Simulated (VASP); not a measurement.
# Cu (Fm-3m) in VASP: notebook

Cu is run at these levels: LDA; tasks: single point.

All numbers are computed with VASP 6.6.1; they aren't measurements. Logs are shortened: lines on timing, memory, paths and dates and some standing lists are left out, and cuts for length are marked.

### 1 The cell of the first run

It takes space group Fm-3m (No. 225, cubic). The conventional cell has a = 3.447 Å, b = 3.447 Å, c = 3.447 Å, α = 90.00°, β = 90.00°, γ = 90.00°. Cu (site symmetry m-3m) has 12 Cu at 2.44 Å within 3.2 Å.

### 2 Single point, LDA (volume scaled by 0.94)

INCAR reads:

```
ALGO     = Normal         # electronic algorithm
EDIFF    = 1E-7           # SCF threshold, eV
ENCUT    = 520            # plane-wave cutoff, eV
GGA      = CA             # functional
ISIF     = 2              # what is computed and relaxed
ISMEAR   = -1             # smearing method
LASPH    = True           # aspherical terms in the spheres
LCHARG   = False          # write CHGCAR
LREAL    = False          # projectors in reciprocal space
LWAVE    = False          # write WAVECAR
NBANDS   = 12             # bands
NELM     = 100            # most SCF steps
PREC     = Accurate       # precision mode
SIGMA    = 0.05           # smearing width, eV
```

KPOINTS reads:

```
k-points
0
Gamma
  18 18 18
```

POSCAR reads:

```
Cu
1.0
    0.0000000000      1.7234122172      1.7234122172
    1.7234122172      0.0000000000      1.7234122172
    1.7234122172      1.7234122172      0.0000000000
Cu
1
Direct
    0.0000000000      0.0000000000      0.0000000000
```

Potentials or basis: VASP PAW LDA potentials, release 64 (Cu).

The run is started by

```bash
cat potpaw_LDA.64/Cu/POTCAR > POTCAR
mpirun -np 1 vasp_std > vasp.out
```

OUTCAR:

```text
EDIFF = 1E-7
   ENCUT = 520
   GGA = CA
   ISIF = 2
   ISMEAR = -1
   LASPH = True
   LREAL = False
   NELM = 100
   PREC = Accurate

 ion  position               nearest neighbor table
   1  0.000  0.000  0.000-

  LATTYP: Found a face centered cubic cell.
 ALAT       =     3.4468244344

  Lattice vectors:

 A1 = (   0.0000000000,   1.7234122172,   1.7234122172)
 A2 = (   1.7234122172,   0.0000000000,   1.7234122172)
 A3 = (   1.7234122172,   1.7234122172,   0.0000000000)

Analysis of symmetry for initial positions (statically):
=====================================================================
 Subroutine PRICEL returns:
 Original cell was already a primitive cell.

 Routine SETGRP: Setting up the symmetry group for a
 face centered cubic supercell.

 Subroutine GETGRP returns: Found 48 space group operations
 (whereof 48 operations were pure point group operations)
 out of a pool of 48 trial point group operations.

The static configuration has the point symmetry O_h .

Analysis of symmetry for dynamics (positions and initial velocities):
=====================================================================
 Subroutine PRICEL returns:
 Original cell was already a primitive cell.

 Routine SETGRP: Setting up the symmetry group for a
 face centered cubic supercell.

 Subroutine GETGRP returns: Found 48 space group operations
 (whereof 48 operations were pure point group operations)
 out of a pool of 48 trial point group operations.

The dynamic configuration has the point symmetry O_h .

 Subroutine INISYM returns: Found 48 space group operations
 (whereof 48 operations are pure point group operations),
 and found     1 'primitive' translations

----------------------------------------------------------------------------------------

                                     Primitive cell

  volume of cell :      10.2376

  direct lattice vectors                    reciprocal lattice vectors
     0.000000000  1.723412217  1.723412217    -0.290122116  0.290122116  0.290122116
     1.723412217  0.000000000  1.723412217     0.290122116 -0.290122116  0.290122116
     1.723412217  1.723412217  0.000000000     0.290122116  0.290122116 -0.290122116

  length of vectors
     2.437272931  2.437272931  2.437272931     0.502506246  0.502506246  0.502506246

  position of ions in fractional coordinates (direct lattice)
     0.000000000  0.000000000  0.000000000

  ion indices of the primitive-cell ions
   primitive index   ion index
                 1           1

[... 77 lines left out ...]
   ISIF   =      2    stress and relaxation
   ISYM   =      2    0-nonsym 1-usesym 2-fastsym
   POTIM  = 0.5000    time-step for ionic-motion
   TEBEG  =    0.0;   TEEND  =   0.0 temperature during run
   PSTRESS=    0.0 pullay stress
   NELECT =      11.0000    total number of electrons
   NUPDOWN=      -1.0000    fix difference up-down
   EMIN   =  10.00;   EMAX   =-10.00  energy-range for DOS
   EFERMI =   0.00;   METHOD = LEGACY
   ISMEAR =    -1;   SIGMA  =   0.05  broadening in eV -4-tet -1-fermi 0-gaus
   EFERMI_NEDOS =   21; number of points for ismear=-14 and -15
   IALGO  =     38    algorithm
   IMIX   =      4    mixing-type and parameters
     AMIX     =   0.40;   BMIX     =  1.00
     AMIX_MAG =   1.60;   BMIX_MAG =  1.00
  volume/ion in A,a.u.               =      10.24        69.09
  Fermi-wavevector in a.u.,A,eV,Ry     =   1.676769  3.168634 38.253517  2.811554
  Thomas-Fermi vector in A             =   2.761153
   LORBIT       =      0    0 simple, 1 ext, 2 COOP (PROOUT), +10 PAW based schemes
   GGA     = CA    functional components
   LHFCALC =     F    Hartree Fock is set to
   AEXX    =    0.0000 exact exchange contribution
   IVDW    =     0    specifies the selected vdW correction
   LEPSILON=     F    determine dielectric tensor
   LRPA    =     F    only Hartree local field effects (RPA)
 non-spin polarized calculation
  energy-cutoff  :      520.00
  volume of cell :       10.24
 maximum number of plane-waves:       291
   NGX =  9   NGY =  9   NGZ =  9

 number of electron      10.9999998 magnetization

 Free energy of the ion-electron system (eV)
  ---------------------------------------------------
  ext. energy  EPLUGINS =         0.00000000
  ---------------------------------------------------
  free energy    TOTEN  =        -4.67853016 eV

  energy without entropy =       -4.67586337  energy(sigma->0) =       -4.67719677

 E-fermi :   9.2523     XC(G=0): -13.9595

 val. band max:        9.1995652550   @ k =  -0.4444   0.1111   0.0556
 cond. band min:       9.2700318780   @ k =   0.5000   0.3333   0.1667
 fundamental gap:      0.0704666230
 Fermi energy:         9.2522508537

 k-point     1 :       0.0000    0.0000    0.0000
  band No.  band energies     occupation
      1      -1.2178      2.00000
      2       5.7213      2.00000
      3       5.7213      2.00000
      4       5.7213      2.00000
      5       6.7662      2.00000
      6       6.7662      2.00000
      7      33.0652      0.00000
      8      36.7017      0.00000
      9      36.7017      0.00000
     10      36.7017      0.00000
     11      39.4283      0.00000
     12      39.4283      0.00000
[... 331 lines left out ...]
 k-point    24 :      -0.2222    0.0556    0.0000
  band No.  band energies     occupation
      1       1.0544      2.00000
      2       5.3510      2.00000
      3       5.9175      2.00000
      4       5.9661      2.00000
      5       6.6984      2.00000
      6       7.0060      2.00000
      7      23.5310      0.00000
      8      30.9507      0.00000
      9      34.6452      0.00000
     10      36.3778      0.00000
     11      38.9093      0.00000
     12      39.4782      0.00000

 [... further k-points ...]

------------------------ aborting loop because EDIFF is reached ----------------------------------------

  FORCE on cell =-STRESS in cart. coord.  units (eV):
  Direction    XX          YY          ZZ          XY          YZ          ZX
  --------------------------------------------------------------------------------------
  -------------------------------------------------------------------------------------
  Total        0.9237656      0.9237656      0.9237656     -0.0000000     -0.0000000     -0.0000000
  in kB      144.5688938    144.5688938    144.5688938     -0.0000000     -0.0000000     -0.0000000
  external PRESSURE =     144.5688938 kB  Pullay stress =       0.0000000 kB

 VOLUME and BASIS-vectors are now :
 -----------------------------------------------------------------------------
  energy-cutoff  :      520.00
  volume of cell :       10.24
      direct lattice vectors                 reciprocal lattice vectors
     0.000000000  1.723412217  1.723412217    -0.290122116  0.290122116  0.290122116
     1.723412217  0.000000000  1.723412217     0.290122116 -0.290122116  0.290122116
     1.723412217  1.723412217  0.000000000     0.290122116  0.290122116 -0.290122116

 POSITION                                       TOTAL-FORCE (eV/Angst)
 -----------------------------------------------------------------------------------
      0.00000      0.00000      0.00000         0.000000      0.000000      0.000000
 -----------------------------------------------------------------------------------
    total drift:                               -0.000000     -0.000000      0.000000

  FREE ENERGIE OF THE ION-ELECTRON SYSTEM (eV)
  ---------------------------------------------------
  free  energy   TOTEN  =        -4.6785301636 eV

  energy  without entropy=       -4.6758633718  energy(sigma->0) =       -4.67719677
```

OSZICAR:

```text
N       E                     dE             d eps       ncg     rms          rms(c)
DAV:   1     0.409851276846E+02    0.40985E+02   -0.53586E+03  5324   0.163E+03
DAV:   2    -0.439342063359E+01   -0.45379E+02   -0.41885E+02  4832   0.212E+02
DAV:   3    -0.570355033323E+01   -0.13101E+01   -0.12906E+01  5488   0.400E+01
DAV:   4    -0.571171265783E+01   -0.81623E-02   -0.81612E-02  5252   0.278E+00
DAV:   5    -0.571178513473E+01   -0.72477E-04   -0.72477E-04  5652   0.265E-01    0.808E+00
DAV:   6    -0.500124574789E+01    0.71054E+00   -0.13633E+01  5568   0.747E+01    0.329E+00
DAV:   7    -0.469945435323E+01    0.30179E+00   -0.19048E+00  5612   0.278E+01    0.726E-01
DAV:   8    -0.467956352574E+01    0.19891E-01   -0.86678E-03  6276   0.977E-01    0.227E-01
DAV:   9    -0.467851535151E+01    0.10482E-02   -0.41791E-03  6060   0.113E+00    0.142E-02
DAV:  10    -0.467852854149E+01   -0.13190E-04   -0.23652E-05  5416   0.685E-02    0.434E-03
DAV:  11    -0.467853016909E+01   -0.16276E-05   -0.47630E-07  5956   0.916E-03    0.569E-04
DAV:  12    -0.467853016356E+01    0.55318E-08   -0.15576E-08  3124   0.174E-03
   1 F= -.46785302E+01 E0= -.46771968E+01  d E =-.266679E-02
```

stdout:

```text
POSCAR found type information on POSCAR Cu
 POSCAR found :  1 types and       1 ions
 scaLAPACK will be used
 LDA part: xc-table for (Slater(with rela. corr.)+CA(PZ))
 , standard interpolation
 POSCAR, INCAR and KPOINTS ok, starting setup
 FFT: planning ... GRIDC
 FFT: planning ... GRID_SOFT
 FFT: planning ... GRID
 WAVECAR not read
 entering main loop
```

Wall time 8.7 s (1 thread of Intel Xeon 6975P-C (Granite Rapids), shared host); peak memory 0.12 GiB.

What came out:

```yaml
Free_energy: -4.6785 eV
Pressure: 14.5 GPa
```

Levels at points of the mesh, in eV from the Fermi level:
| k point | band 2 | band 3 | band 4 | band 5 | band 6 | band 7 | band 8 | band 9 | band 10 | band 11 |
| --- | --- | --- | --- | --- | --- | --- | --- | --- | --- | --- |
| (0.00, 0.00, 0.00) | -3.53 | -3.53 | -3.53 | -2.49 | -2.49 | 23.81 | 27.45 | 27.45 | 27.45 | 30.18 |
| (0.50, 0.00, 0.00) | -3.57 | -3.57 | -1.78 | -1.78 | -1.39 | 4.53 | 22.27 | 24.24 | 24.24 | 27.24 |
| (0.50, 0.50, 0.00) | -5.27 | -1.79 | -1.60 | -1.60 | 1.40 | 8.20 | 14.17 | 14.17 | 19.20 | 22.79 |

### 3 Single point, LDA (volume scaled by 0.94)

INCAR reads:

```
SYSTEM = Cu
ALGO = Normal
EDIFF = 1E-7
ENCUT = 520
ISIF = 2
ISMEAR = -1
LASPH = .TRUE.
LCHARG = .TRUE.
LELF = .TRUE.
LREAL = .FALSE.
LVHAR = .TRUE.
LWAVE = .FALSE.
NBANDS = 12
NELM = 60
PREC = Accurate
SIGMA = 0.05
```

KPOINTS reads:

```
k-points
0
G
  18 18 18
  0 0 0
```

POSCAR is that of step 2.

Potentials or basis: VASP PAW LDA potentials, release 64 (Cu).

The run is started by

```bash
cat potpaw_LDA.64/Cu/POTCAR > POTCAR
mpirun -np 1 vasp_std > vasp.out
```

OUTCAR:

```text
SYSTEM = Cu
   EDIFF = 1E-7
   ENCUT = 520
   ISIF = 2
   ISMEAR = -1
   LASPH = .TRUE.
   LREAL = .FALSE.
   NELM = 60
   PREC = Accurate

 ion  position               nearest neighbor table
   1  0.000  0.000  0.000-

  LATTYP: Found a face centered cubic cell.
 ALAT       =     3.4468244344

  Lattice vectors:

 A1 = (   0.0000000000,   1.7234122172,   1.7234122172)
 A2 = (   1.7234122172,   0.0000000000,   1.7234122172)
 A3 = (   1.7234122172,   1.7234122172,   0.0000000000)

Analysis of symmetry for initial positions (statically):
=====================================================================
 Subroutine PRICEL returns:
 Original cell was already a primitive cell.

 Routine SETGRP: Setting up the symmetry group for a
 face centered cubic supercell.

 Subroutine GETGRP returns: Found 48 space group operations
 (whereof 48 operations were pure point group operations)
 out of a pool of 48 trial point group operations.

The static configuration has the point symmetry O_h .

Analysis of symmetry for dynamics (positions and initial velocities):
=====================================================================
 Subroutine PRICEL returns:
 Original cell was already a primitive cell.

 Routine SETGRP: Setting up the symmetry group for a
 face centered cubic supercell.

 Subroutine GETGRP returns: Found 48 space group operations
 (whereof 48 operations were pure point group operations)
 out of a pool of 48 trial point group operations.

The dynamic configuration has the point symmetry O_h .

 Subroutine INISYM returns: Found 48 space group operations
 (whereof 48 operations are pure point group operations),
 and found     1 'primitive' translations

----------------------------------------------------------------------------------------

                                     Primitive cell

  volume of cell :      10.2376

  direct lattice vectors                    reciprocal lattice vectors
     0.000000000  1.723412217  1.723412217    -0.290122116  0.290122116  0.290122116
     1.723412217  0.000000000  1.723412217     0.290122116 -0.290122116  0.290122116
     1.723412217  1.723412217  0.000000000     0.290122116  0.290122116 -0.290122116

  length of vectors
[... 112 lines left out ...]
  energy-cutoff  :      520.00
  volume of cell :       10.24
 maximum number of plane-waves:       291
   NGX =  9   NGY =  9   NGZ =  9

 number of electron      10.9999998 magnetization

 Free energy of the ion-electron system (eV)
  ---------------------------------------------------
  ext. energy  EPLUGINS =         0.00000000
  ---------------------------------------------------
  free energy    TOTEN  =        -4.67853016 eV

  energy without entropy =       -4.67586337  energy(sigma->0) =       -4.67719677

 E-fermi :   9.2523     XC(G=0): -13.9595

 val. band max:        9.1995652550   @ k =  -0.4444   0.1111   0.0556
 cond. band min:       9.2700318780   @ k =   0.5000   0.3333   0.1667
 fundamental gap:      0.0704666230
 Fermi energy:         9.2522508537

 k-point     1 :       0.0000    0.0000    0.0000
  band No.  band energies     occupation
      1      -1.2178      2.00000
      2       5.7213      2.00000
      3       5.7213      2.00000
      4       5.7213      2.00000
      5       6.7662      2.00000
      6       6.7662      2.00000
      7      33.0652      0.00000
      8      36.7017      0.00000
      9      36.7017      0.00000
     10      36.7017      0.00000
     11      39.4283      0.00000
     12      39.4283      0.00000
[... 331 lines left out ...]
 k-point    24 :      -0.2222    0.0556    0.0000
  band No.  band energies     occupation
      1       1.0544      2.00000
      2       5.3510      2.00000
      3       5.9175      2.00000
      4       5.9661      2.00000
      5       6.6984      2.00000
      6       7.0060      2.00000
      7      23.5310      0.00000
      8      30.9507      0.00000
      9      34.6452      0.00000
     10      36.3778      0.00000
     11      38.9093      0.00000
     12      39.4782      0.00000

 [... further k-points ...]

------------------------ aborting loop because EDIFF is reached ----------------------------------------

  FORCE on cell =-STRESS in cart. coord.  units (eV):
  Direction    XX          YY          ZZ          XY          YZ          ZX
  --------------------------------------------------------------------------------------
  -------------------------------------------------------------------------------------
  Total        0.9237656      0.9237656      0.9237656     -0.0000000     -0.0000000     -0.0000000
  in kB      144.5688938    144.5688938    144.5688938     -0.0000000     -0.0000000     -0.0000000
  external PRESSURE =     144.5688938 kB  Pullay stress =       0.0000000 kB

 VOLUME and BASIS-vectors are now :
 -----------------------------------------------------------------------------
  energy-cutoff  :      520.00
  volume of cell :       10.24
      direct lattice vectors                 reciprocal lattice vectors
     0.000000000  1.723412217  1.723412217    -0.290122116  0.290122116  0.290122116
     1.723412217  0.000000000  1.723412217     0.290122116 -0.290122116  0.290122116
     1.723412217  1.723412217  0.000000000     0.290122116  0.290122116 -0.290122116

 POSITION                                       TOTAL-FORCE (eV/Angst)
 -----------------------------------------------------------------------------------
      0.00000      0.00000      0.00000         0.000000      0.000000      0.000000
 -----------------------------------------------------------------------------------
    total drift:                               -0.000000     -0.000000      0.000000

  FREE ENERGIE OF THE ION-ELECTRON SYSTEM (eV)
  ---------------------------------------------------
  free  energy   TOTEN  =        -4.6785301636 eV

  energy  without entropy=       -4.6758633718  energy(sigma->0) =       -4.67719677
```

OSZICAR:

```text
N       E                     dE             d eps       ncg     rms          rms(c)
DAV:   1     0.409851276846E+02    0.40985E+02   -0.53586E+03  5324   0.163E+03
DAV:   2    -0.439342063359E+01   -0.45379E+02   -0.41885E+02  4832   0.212E+02
DAV:   3    -0.570355033323E+01   -0.13101E+01   -0.12906E+01  5488   0.400E+01
DAV:   4    -0.571171265783E+01   -0.81623E-02   -0.81612E-02  5252   0.278E+00
DAV:   5    -0.571178513473E+01   -0.72477E-04   -0.72477E-04  5652   0.265E-01    0.808E+00
DAV:   6    -0.500124574789E+01    0.71054E+00   -0.13633E+01  5568   0.747E+01    0.329E+00
DAV:   7    -0.469945435323E+01    0.30179E+00   -0.19048E+00  5612   0.278E+01    0.726E-01
DAV:   8    -0.467956352574E+01    0.19891E-01   -0.86678E-03  6276   0.977E-01    0.227E-01
DAV:   9    -0.467851535151E+01    0.10482E-02   -0.41791E-03  6060   0.113E+00    0.142E-02
DAV:  10    -0.467852854149E+01   -0.13190E-04   -0.23652E-05  5416   0.685E-02    0.434E-03
DAV:  11    -0.467853016909E+01   -0.16276E-05   -0.47630E-07  5956   0.916E-03    0.569E-04
DAV:  12    -0.467853016356E+01    0.55318E-08   -0.15576E-08  3124   0.174E-03
   1 F= -.46785302E+01 E0= -.46771968E+01  d E =-.266679E-02
```

stdout:

```text
POSCAR found type information on POSCAR Cu
 POSCAR found :  1 types and       1 ions
 scaLAPACK will be used
 LDA part: xc-table for (Slater(with rela. corr.)+CA(PZ))
 , standard interpolation
 POSCAR, INCAR and KPOINTS ok, starting setup
 FFT: planning ... GRIDC
 FFT: planning ... GRID_SOFT
 FFT: planning ... GRID
 WAVECAR not read
 entering main loop
```

Run time: 8.9 s. Hardware: 1 thread of Intel Xeon 6975P-C (Granite Rapids), shared host; peak memory 0.13 GiB.

Results:

```
Free energy : -4.6785 eV
Pressure    : 14.5 GPa
```

### 4 Single point, LDA (volume scaled by 0.94)

INCAR reads:

```
SYSTEM = Cu
PREC = Accurate
ENCUT = 520
EDIFF = 1E-6
ISMEAR = -1
SIGMA = 0.05
LREAL = .False.
LASPH = .True.
NELM = 80
ALGO = Normal
ISIF = 2
LWAVE = .False.
LCHARG = .False.
GGA = CA
NBANDS = 12
```

KPOINTS reads:

```
Automatic mesh
0
Gamma
  18 18 18
  0 0 0
```

POSCAR is that of step 3.

The run is started by

```bash
cat potpaw_LDA.64/Cu/POTCAR > POTCAR
mpirun -np 1 vasp_std > vasp.out
```

Run time: 8.1 s. Hardware: 1 thread of Intel Xeon 6975P-C (Granite Rapids), shared host; peak memory 0.13 GiB.

Results (log left out):

```yaml
Free_energy: -4.6785 eV
Pressure: 14.5 GPa
```

Levels at points of the mesh, in eV from the Fermi level:
```
           k point  band 4  band 5  band 6  band 7  band 8  band 9
(0.00, 0.00, 0.00)   -3.53   -2.49   -2.49   23.81   27.45   27.45
(0.50, 0.00, 0.00)   -1.78   -1.78   -1.39    4.53   22.27   24.24
(0.50, 0.50, 0.00)   -1.60   -1.60    1.40    8.20   14.17   14.17
```

(Continued in part 2 of 2.)
